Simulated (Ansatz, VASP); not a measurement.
Ir in VASP and in Ansatz

```
Ir
1.0
     0.00000    1.93674    1.93674
     1.93674    0.00000    1.93674
     1.93674    1.93674    0.00000
Ir
1
Direct
  0.00000 0.00000 0.00000
```

Alike in both runs: functional PBE; k mesh 18 × 18 × 18; occupations fermi-dirac, width 0.05 eV; non-collinear spin, spin-orbit coupling.

Ansatz relaxed the structure, and its values are those at the end. VASP's run is a single point on that final structure, the one shown.

```csv
,VASP,Ansatz
version,VASP 6.6.1,Ansatz 0.2.0
potentials or method,"VASP PAW PBE potentials, release 64 (Ir)","PAW with Ansatz's default frozen-core files, fully relativistic files with spin-orbit coupling"
plane-wave cutoff (eV),500,420
valence electrons in the cell,9,17
```

|  | VASP | Ansatz | Ansatz less VASP |
| --- | --- | --- | --- |
| pressure (GPa) | 0.9 | 0.0 | -0.87 |
| net moment per atom (μB) | 0.00 | 0.00 | 0.000 |

VASP's potentials hold 9 valence electrons a cell and Ansatz's 17, so a difference there can come from the potentials and not from the codes.
